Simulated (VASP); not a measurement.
# CdTe (F-43m) in VASP: notebook, part 3 of 3

VASP 6.6.1.

## 5. Single point, LDA

Contents of INCAR:

```
ALGO     = Normal         # electronic algorithm
EDIFF    = 1E-6           # SCF threshold, eV
ENCUT    = 500            # plane-wave cutoff, eV
GGA      = CA             # functional
GGA_COMPAT= F            
ISIF     = 2              # what is computed and relaxed
ISMEAR   = 0              # smearing method
LASPH    = T              # aspherical terms in the spheres
LCHARG   = F              # write CHGCAR
LREAL    = F              # projectors in reciprocal space
LWAVE    = F              # write WAVECAR
NBANDS   = 16             # bands
NELM     = 120            # most SCF steps
PREC     = Accurate       # precision mode
SIGMA    = 0.01           # smearing width, eV
```

Contents of KPOINTS:

```
k-points
0
Gamma
  4 4 4
```

Contents of POSCAR:

```
CdTe
1.0
    0.0000000000      3.2799551172      3.2799551172
    3.2799551172      0.0000000000      3.2799551172
    3.2799551172      3.2799551172      0.0000000000
Cd Te
1 1
Direct
    0.0000000000      0.0000000000      0.0000000000
    0.2500000000      0.2500000000      0.2500000000
```

Potentials or basis: VASP PAW LDA potentials, release 64 (Cd, Te).

The run is started by

```
$ cat potpaw_LDA.64/Cd/POTCAR potpaw_LDA.64/Te/POTCAR > POTCAR
$ mpirun -np 1 vasp_std > vasp.out
```

OUTCAR:

```text
EDIFF = 1E-6
   ENCUT = 500
   GGA = CA
   ISIF = 2
   ISMEAR = 0
   LASPH = T
   LREAL = F
   NELM = 120
   PREC = Accurate

 ion  position               nearest neighbor table
   1  0.000  0.000  0.000-   2 2.84   2 2.84   2 2.84   2 2.84
   2  0.250  0.250  0.250-   1 2.84   1 2.84   1 2.84   1 2.84

  LATTYP: Found a face centered cubic cell.
 ALAT       =     6.5599102344

  Lattice vectors:

 A1 = (   0.0000000000,   3.2799551172,   3.2799551172)
[... 320 lines left out ...]
------------------------ aborting loop because EDIFF is reached ----------------------------------------

  FORCE on cell =-STRESS in cart. coord.  units (eV):
  Direction    XX          YY          ZZ          XY          YZ          ZX
  --------------------------------------------------------------------------------------
  -------------------------------------------------------------------------------------
  Total       -1.0245455     -1.0245455     -1.0245455      0.0000000      0.0000000     -0.0000000
  in kB      -23.2599159    -23.2599159    -23.2599159      0.0000000      0.0000000     -0.0000000
  external PRESSURE =     -23.2599159 kB  Pullay stress =       0.0000000 kB

 VOLUME and BASIS-vectors are now :
 -----------------------------------------------------------------------------
  energy-cutoff  :      500.00
  volume of cell :       70.57
      direct lattice vectors                 reciprocal lattice vectors
     0.000000000  3.279955117  3.279955117    -0.152441110  0.152441110  0.152441110
     3.279955117  0.000000000  3.279955117     0.152441110 -0.152441110  0.152441110
     3.279955117  3.279955117  0.000000000     0.152441110  0.152441110 -0.152441110

 POSITION                                       TOTAL-FORCE (eV/Angst)
 -----------------------------------------------------------------------------------
      0.00000      0.00000      0.00000         0.000000      0.000000      0.000000
      1.63998      1.63998      1.63998        -0.000000     -0.000000     -0.000000
 -----------------------------------------------------------------------------------
    total drift:                                0.000000      0.000000      0.000000

  FREE ENERGIE OF THE ION-ELECTRON SYSTEM (eV)
  ---------------------------------------------------
  free  energy   TOTEN  =        -5.9481266051 eV

  energy  without entropy=       -5.9481266051  energy(sigma->0) =       -5.94812661
```

stdout:

```text
POSCAR found type information on POSCAR CdTe
 POSCAR found :  2 types and       2 ions
 scaLAPACK will be used
 LDA part: xc-table for (Slater(with rela. corr.)+CA(PZ))
 , standard interpolation
 POSCAR, INCAR and KPOINTS ok, starting setup
 FFT: planning ... GRIDC
 FFT: planning ... GRID_SOFT
 FFT: planning ... GRID
 WAVECAR not read
 entering main loop
```

Wall time 30 s (1 thread of AMD EPYC 7R13, shared host); peak memory 0.14 GiB.

Results:

```yaml
Free_energy: -5.9481 eV
Pressure: -2.3 GPa
Band_gap_on_the_k_mesh: 0.42 eV, direct
```

Levels at points of the mesh, in eV from the valence-band top:
```
           k point  band 7  band 8  band 9  band 10  band 11  band 12
(0.00, 0.00, 0.00)    0.00    0.00    0.00     0.42     4.50     4.50
(0.50, 0.00, 0.00)   -4.31   -0.74   -0.74     1.60     5.08     5.08
(0.50, 0.50, 0.00)   -4.22   -1.78   -1.78     2.49     2.54     8.43
```

Caveat: spin-orbit coupling is left out, which moves the levels of the heavy elements.

## 6. Single point, PBE

Contents of INCAR:

```
SYSTEM = CdTe
PREC = Accurate
ENCUT = 500
EDIFF = 1E-6
ISMEAR = 1
SIGMA = 0.0895
LREAL = .False.
LASPH = .True.
NELM = 120
ALGO = Normal
ISIF = 2
LWAVE = .False.
LCHARG = .False.
GGA = PE
NBANDS = 16
GGA_COMPAT = .False.
```

Contents of KPOINTS:

```
Automatic mesh
0
Gamma
  4 4 4
  0 0 0
```

POSCAR is that of step 5.

Potentials or basis: VASP PAW PBE potentials, release 64 (Cd, Te).

The run is started by

```
$ cat potpaw_PBE.64/Cd/POTCAR potpaw_PBE.64/Te/POTCAR > POTCAR
$ mpirun -np 1 vasp_std > vasp.out
```

OUTCAR:

```text
SYSTEM = CdTe
   PREC = Accurate
   ENCUT = 500
   EDIFF = 1E-6
   ISMEAR = 1
   LREAL = .False.
   LASPH = .True.
   NELM = 120
   ISIF = 2
   GGA = PE

 ion  position               nearest neighbor table
   1  0.000  0.000  0.000-   2 2.84   2 2.84   2 2.84   2 2.84
   2  0.250  0.250  0.250-   1 2.84   1 2.84   1 2.84   1 2.84

  LATTYP: Found a face centered cubic cell.
 ALAT       =     6.5599102344

  Lattice vectors:

 A1 = (   0.0000000000,   3.2799551172,   3.2799551172)
[... 319 lines left out ...]

------------------------ aborting loop because EDIFF is reached ----------------------------------------

  FORCE on cell =-STRESS in cart. coord.  units (eV):
  Direction    XX          YY          ZZ          XY          YZ          ZX
  --------------------------------------------------------------------------------------
  -------------------------------------------------------------------------------------
  Total        0.5808128      0.5808128      0.5808128      0.0000000      0.0000000     -0.0000000
  in kB       13.1859998     13.1859998     13.1859998      0.0000000      0.0000000     -0.0000000
  external PRESSURE =      13.1859998 kB  Pullay stress =       0.0000000 kB

 VOLUME and BASIS-vectors are now :
 -----------------------------------------------------------------------------
  energy-cutoff  :      500.00
  volume of cell :       70.57
      direct lattice vectors                 reciprocal lattice vectors
     0.000000000  3.279955117  3.279955117    -0.152441110  0.152441110  0.152441110
     3.279955117  0.000000000  3.279955117     0.152441110 -0.152441110  0.152441110
     3.279955117  3.279955117  0.000000000     0.152441110  0.152441110 -0.152441110

 POSITION                                       TOTAL-FORCE (eV/Angst)
 -----------------------------------------------------------------------------------
      0.00000      0.00000      0.00000        -0.000000     -0.000000     -0.000000
      1.63998      1.63998      1.63998         0.000000      0.000000      0.000000
 -----------------------------------------------------------------------------------
    total drift:                                0.000000      0.000000      0.000000

  FREE ENERGIE OF THE ION-ELECTRON SYSTEM (eV)
  ---------------------------------------------------
  free  energy   TOTEN  =        -4.7457018614 eV

  energy  without entropy=       -4.7459451017  energy(sigma->0) =       -4.74578294
```

stdout:

```text
POSCAR found type information on POSCAR CdTe
 POSCAR found :  2 types and       2 ions
 scaLAPACK will be used
 LDA part: xc-table for (Slater+PW92), standard interpolation
 POSCAR, INCAR and KPOINTS ok, starting setup
 FFT: planning ... GRIDC
 FFT: planning ... GRID_SOFT
 FFT: planning ... GRID
 WAVECAR not read
 entering main loop
```

Run time: 40 s. Hardware: 1 thread of AMD EPYC 7R13, shared host; peak memory 0.17 GiB.

What came out:

```yaml
Free_energy: -4.7457 eV
Pressure: 1.3 GPa
Band_gap_on_the_k_mesh: 0.65 eV, direct
```

Caveat: spin-orbit coupling is left out, which moves the levels of the heavy elements.

## 7. Overview

```csv
level,potentials or basis,smearing,gap on the mesh (eV),pressure (GPa)
PBEsol,"VASP PAW PBE potentials, release 64 (Cd, Te)",gaussian 0.01 eV,0.54,-0.9
PBE,"VASP PAW PBE potentials, release 64 (Cd, Te)",fermi-dirac 0.5 eV,-,1.9
PBE,"VASP PAW PBE potentials, release 64 (Cd, Te)",methfessel-paxton 0.05 eV,0.65,1.3
LDA,"VASP PAW LDA potentials, release 64 (Cd, Te)",gaussian 0.01 eV,0.42,-2.3
PBE,"VASP PAW PBE potentials, release 64 (Cd, Te)",methfessel-paxton 0.0895 eV,0.65,1.3
```

Alike in all rows: task single point; no spin polarisation; cell as given; k mesh 4 × 4 × 4; cutoff (eV) 500.

Caveats: some runs use coarse meshes; spin-orbit coupling is left out, which moves the levels of the heavy elements; the PAW data sets were made with another functional, which shifts forces and pressure a little (some runs).

Absolute energies hang on the potentials; compare differences alone.
